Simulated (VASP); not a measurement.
# Sc2Os (P4/nmm) in VASP: single point with PBE

Aim: the single point of Sc2Os with PBE.

All numbers are computed with VASP 6.6.1; they aren't measurements. Logs are shortened: lines on timing, memory, paths and dates and some standing lists are left out, and cuts for length are marked.

### 1 The cell of the first run

It takes space group P4/nmm (No. 129, tetragonal). The conventional cell has a = 2.945 Å, b = 2.945 Å, c = 13.882 Å, α = 90.00°, β = 90.00°, γ = 90.00°. Within 3.8 Å of Sc (site symmetry 4mm) lie 5 Os at 2.91 to 3.64 Å and 8 Sc at 2.94 to 3.52 Å. Within 3.9 Å of Sc (site symmetry 4mm) lie 12 Sc at 2.94 to 3.52 Å. Os (site symmetry 4mm) has 8 Os at 2.63 to 2.94 Å and 4 Sc at 2.91 Å within 3.5 Å.

### 2 Single point, PBE

INCAR reads:

```
SYSTEM = Sc2Os
PREC = Accurate
ENCUT = 520
EDIFF = 1E-6
ISMEAR = 0
SIGMA = 0.1
LREAL = .False.
LASPH = .True.
NELM = 100
ALGO = Fast
ISIF = 2
LWAVE = .False.
LCHARG = .False.
GGA = PE
NBANDS = 39
```

KPOINTS reads:

```
regular mesh
0
Gamma
  12 12 4
  0 0 0
```

POSCAR reads:

```
Sc2Os
1.0
    2.9446709336      0.0000000000      0.0000000000
    0.0000000000      2.9446709336      0.0000000000
    0.0000000000      0.0000000000     13.8823319594
Sc Os
4 2
Direct
    0.5000000000      0.0000000000      0.7956315272
    0.0000000000      0.5000000000      0.5915370958
    0.5000000000      0.0000000000      0.4084629042
    0.0000000000      0.5000000000      0.2043684728
    0.5000000000      0.0000000000      0.0581212620
    0.0000000000      0.5000000000      0.9418787380
```

Potentials or basis: VASP PAW PBE potentials, release 64 (Sc_sv, Os).

Command:

```sh
> cat potpaw_PBE.64/Sc_sv/POTCAR potpaw_PBE.64/Os/POTCAR > POTCAR
> mpirun -np 1 vasp_std > vasp.out
```

OUTCAR:

```text
SYSTEM = Sc2Os
   PREC = Accurate
   ENCUT = 520
   EDIFF = 1E-6
   ISMEAR = 0
   LREAL = .False.
   LASPH = .True.
   NELM = 100
   ISIF = 2
   GGA = PE

 ion  position               nearest neighbor table
   1  0.500  0.000  0.796-   6 2.91   6 2.91   6 2.91   6 2.91
   2  0.000  0.500  0.592-   3 3.29   3 3.29   3 3.29   3 3.29
   3  0.500  0.000  0.408-   2 3.29   2 3.29   2 3.29   2 3.29
   4  0.000  0.500  0.204-   5 2.91   5 2.91   5 2.91   5 2.91
   5  0.500  0.000  0.058-   6 2.63   6 2.63   6 2.63   6 2.63   4 2.91   4 2.91   4 2.91   4 2.91

   6  0.000  0.500  0.942-   5 2.63   5 2.63   5 2.63   5 2.63   1 2.91   1 2.91   1 2.91   1 2.91

  LATTYP: Found a simple tetragonal cell.
 ALAT       =     2.9446709336
 C/A-ratio  =     4.7143916154

  Lattice vectors:

 A1 = (   2.9446709336,   0.0000000000,   0.0000000000)
 A2 = (   0.0000000000,   2.9446709336,   0.0000000000)
 A3 = (   0.0000000000,   0.0000000000,  13.8823319594)

Analysis of symmetry for initial positions (statically):
=====================================================================
 Subroutine PRICEL returns:
 Original cell was already a primitive cell.

 Routine SETGRP: Setting up the symmetry group for a
 simple tetragonal supercell.

 Subroutine GETGRP returns: Found 16 space group operations
 (whereof  8 operations were pure point group operations)
 out of a pool of 16 trial point group operations.

The static configuration has the point symmetry D_2d.
 The point group associated with its full space group is D_4h.

Analysis of symmetry for dynamics (positions and initial velocities):
=====================================================================
 Subroutine PRICEL returns:
 Original cell was already a primitive cell.

 Routine SETGRP: Setting up the symmetry group for a
 simple tetragonal supercell.

 Subroutine GETGRP returns: Found 16 space group operations
 (whereof  8 operations were pure point group operations)
 out of a pool of 16 trial point group operations.

The dynamic configuration has the point symmetry D_2d.
 The point group associated with its full space group is D_4h.

 Subroutine INISYM returns: Found 16 space group operations
 (whereof  8 operations are pure point group operations),
 and found     1 'primitive' translations

----------------------------------------------------------------------------------------

                                     Primitive cell

  volume of cell :     120.3749

[... 100 lines left out ...]
   IBRION =     -1    ionic relax: 0-MD 1-quasi-New 2-CG
   NFREE  =      0    steps in history (QN), initial steepest desc. (CG)
   ISIF   =      2    stress and relaxation
   ISYM   =      2    0-nonsym 1-usesym 2-fastsym
   POTIM  = 0.5000    time-step for ionic-motion
   TEBEG  =    0.0;   TEEND  =   0.0 temperature during run
   PSTRESS=    0.0 pullay stress
   NELECT =      60.0000    total number of electrons
   NUPDOWN=      -1.0000    fix difference up-down
   EMIN   =  10.00;   EMAX   =-10.00  energy-range for DOS
   EFERMI =   0.00;   METHOD = LEGACY
   ISMEAR =     0;   SIGMA  =   0.10  broadening in eV -4-tet -1-fermi 0-gaus
   EFERMI_NEDOS =   21; number of points for ismear=-14 and -15
   IALGO  =     68    algorithm
   IMIX   =      4    mixing-type and parameters
     AMIX     =   0.40;   BMIX     =  1.00
     AMIX_MAG =   1.60;   BMIX_MAG =  1.00
  volume/ion in A,a.u.               =      20.06       135.39
  Fermi-wavevector in a.u.,A,eV,Ry     =   1.298016  2.452894 22.923703  1.684845
  Thomas-Fermi vector in A             =   2.429371
   LORBIT       =      0    0 simple, 1 ext, 2 COOP (PROOUT), +10 PAW based schemes
   GGA     = PE    functional components
   LHFCALC =     F    Hartree Fock is set to
   AEXX    =    0.0000 exact exchange contribution
   IVDW    =     0    specifies the selected vdW correction
   LEPSILON=     F    determine dielectric tensor
   LRPA    =     F    only Hartree local field effects (RPA)
 non-spin polarized calculation
 RMM-DIIS sequential band-by-band and
 Gauss-broadening in eV      SIGMA  =   0.10
  energy-cutoff  :      520.00
  volume of cell :      120.37
 maximum number of plane-waves:      3292
 NGX is ok and might be reduce to    24
   NGX = 11   NGY = 11   NGZ = 51

 number of electron      59.9999991 magnetization

 Free energy of the ion-electron system (eV)
  ---------------------------------------------------
  ext. energy  EPLUGINS =         0.00000000
  ---------------------------------------------------
  free energy    TOTEN  =       -47.53016547 eV

  energy without entropy =      -47.48765890  energy(sigma->0) =      -47.50891219

 E-fermi :   5.2679     XC(G=0): -11.0764

 val. band max:        5.2678750086   @ k =   0.2500   0.2500   0.0000
 cond. band min:       5.2683441809   @ k =   0.3333   0.0000   0.0000
 fundamental gap:      0.0004691724
 Fermi energy:         5.2679470545

 k-point     1 :       0.0000    0.0000    0.0000
  band No.  band energies     occupation
      1     -44.2361      2.00000
      2     -44.2360      2.00000
      3     -44.0174      2.00000
      4     -43.9805      2.00000
      5     -22.7967      2.00000
      6     -22.7794      2.00000
[... 997 lines left out ...]
     38       7.9598      0.00000
     39       8.1170      0.00000

 [... further k-points ...]

------------------------ aborting loop because EDIFF is reached ----------------------------------------

  FORCE on cell =-STRESS in cart. coord.  units (eV):
  Direction    XX          YY          ZZ          XY          YZ          ZX
  --------------------------------------------------------------------------------------
  -------------------------------------------------------------------------------------
  Total        0.0004410      0.0004410     -0.0924670      0.0000000     -0.0000000      0.0000000
  in kB        0.0058695      0.0058695     -1.2307266      0.0000000     -0.0000000      0.0000000
  external PRESSURE =      -0.4063292 kB  Pullay stress =       0.0000000 kB

 VOLUME and BASIS-vectors are now :
 -----------------------------------------------------------------------------
  energy-cutoff  :      520.00
  volume of cell :      120.37
      direct lattice vectors                 reciprocal lattice vectors
     2.944670934  0.000000000  0.000000000     0.339596519  0.000000000  0.000000000
     0.000000000  2.944670934  0.000000000     0.000000000  0.339596519  0.000000000
     0.000000000  0.000000000 13.882331959     0.000000000  0.000000000  0.072034007

 POSITION                                       TOTAL-FORCE (eV/Angst)
 -----------------------------------------------------------------------------------
      1.47234      0.00000     11.04522        -0.000000      0.000000      0.010631
      0.00000      1.47234      8.21191         0.000000     -0.000000      0.002437
      1.47234      0.00000      5.67042        -0.000000     -0.000000     -0.002437
      0.00000      1.47234      2.83711         0.000000     -0.000000     -0.010631
      1.47234      0.00000      0.80686        -0.000000     -0.000000     -0.018443
      0.00000      1.47234     13.07547         0.000000     -0.000000      0.018443
 -----------------------------------------------------------------------------------
    total drift:                                0.000000      0.000000      0.000000

  FREE ENERGIE OF THE ION-ELECTRON SYSTEM (eV)
  ---------------------------------------------------
  free  energy   TOTEN  =       -47.5301654683 eV

  energy  without entropy=      -47.4876589039  energy(sigma->0) =      -47.50891219
```

OSZICAR:

```text
N       E                     dE             d eps       ncg     rms          rms(c)
DAV:   1     0.106084110271E+04    0.10608E+04   -0.26884E+04  6560   0.164E+03
DAV:   2     0.643154694153E+02   -0.99653E+03   -0.98050E+03  8624   0.681E+02
DAV:   3    -0.420208174145E+02   -0.10634E+03   -0.10048E+03 11197   0.260E+02
[... 17 lines left out ...]
RMM:  21    -0.475301581695E+02   -0.53953E-05   -0.50610E-05  6275   0.106E-02    0.955E-04
RMM:  22    -0.475301614471E+02   -0.32776E-05   -0.34558E-05  6004   0.760E-03    0.374E-04
RMM:  23    -0.475301633086E+02   -0.18615E-05   -0.19343E-05  5871   0.678E-03    0.274E-04
RMM:  24    -0.475301647023E+02   -0.13937E-05   -0.13945E-05  5312   0.487E-03    0.474E-04
RMM:  25    -0.475301654683E+02   -0.76606E-06   -0.80422E-06  5183   0.433E-03
   1 F= -.47530165E+02 E0= -.47508912E+02  d E =-.425066E-01
```

stdout:

```text
POSCAR found type information on POSCAR ScOs
 POSCAR found :  2 types and       6 ions
 scaLAPACK will be used
 LDA part: xc-table for (Slater+PW92), standard interpolation
 POSCAR, INCAR and KPOINTS ok, starting setup
 FFT: planning ... GRIDC
 FFT: planning ... GRID_SOFT
 FFT: planning ... GRID
 WAVECAR not read
 entering main loop
```

It took 15 min on 1 thread of AMD EPYC 7R43 (Zen 3), shared host; peak memory 0.42 GiB.

What came out:

| Item | Value |
| --- | --- |
| Free energy | -47.5302 eV |
| Pressure | 0.0 GPa |
| Largest force | 0.018 eV/Å |
| Band gap on the k mesh | zero (bands 30 and 31 overlap by 0.60 eV) |

Forces on the atoms (eV/Å):
```
Sc   0.000  0.000  0.011
Sc   0.000  0.000  0.002
Sc   0.000  0.000 -0.002
Sc   0.000  0.000 -0.011
Os   0.000  0.000 -0.018
Os   0.000  0.000  0.018
```

Levels at points of the mesh, in eV from the Fermi level:
| k point | band 27 | band 28 | band 29 | band 30 | band 31 | band 32 | band 33 | band 34 |
| --- | --- | --- | --- | --- | --- | --- | --- | --- |
| (0.00, 0.00, 0.00) | -1.14 | -0.39 | -0.38 | -0.15 | 0.01 | 0.04 | 0.18 | 0.18 |
| (0.50, 0.00, 0.00) | -0.75 | -0.75 | 0.14 | 0.14 | 0.18 | 0.18 | 0.61 | 0.61 |
| (0.50, 0.50, 0.00) | -0.41 | -0.41 | 0.42 | 0.42 | 0.98 | 0.98 | 1.23 | 1.24 |
| (0.00, 0.00, 0.50) | -1.14 | -0.34 | -0.30 | -0.18 | -0.17 | 0.18 | 0.18 | 0.21 |
| (0.50, 0.00, 0.50) | -0.57 | -0.57 | -0.22 | -0.22 | 0.42 | 0.42 | 0.62 | 0.62 |
| (0.50, 0.50, 0.50) | -0.17 | -0.17 | -0.08 | -0.08 | 1.20 | 1.20 | 1.59 | 1.60 |

Caveat: spin-orbit coupling is left out, which moves the levels of the heavy elements.
